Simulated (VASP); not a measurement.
A run of VASP 6.6.1:

File INCAR:

```
PREC = Accurate ; ENCUT = 520
EDIFF = 1E-7 ; ISMEAR = -1
SIGMA = 0.02 ; LREAL = False
LASPH = True ; NELM = 80
ALGO = Normal ; ISIF = 2
LWAVE = False ; LCHARG = False
GGA = PE ; NBANDS = 14
```

KPOINTS

```
Automatic mesh
0
Gamma
  8 8 8
```

POSCAR

```
NaCl
1.0
   -0.0070067471      2.8026988391      2.8026988391
    2.8026988391     -0.0070067471      2.8026988391
    2.7956920920      2.7956920920      0.0000000000
Na Cl
1 1
Direct
    0.0000000000      0.0000000000      0.0000000000
    0.5000000000      0.5000000000      0.5000000000
```

Potentials or basis: VASP PAW PBE potentials, release 64 (Na_pv, Cl).

Command:

```console
$ cat potpaw_PBE.64/Na_pv/POTCAR potpaw_PBE.64/Cl/POTCAR > POTCAR
$ mpirun -np 1 vasp_std > vasp.out
```

Hardware: 1 thread of AMD EPYC 7R13 Processor (Zen 3) (shared host).

Question: How long does it take, and how much memory?

Answer: Run time: 53 s on 1 thread of AMD EPYC 7R13 Processor (Zen 3), with other jobs on the host, peak memory 0.16 GiB. Counts: scf iterations 15, k points 95.
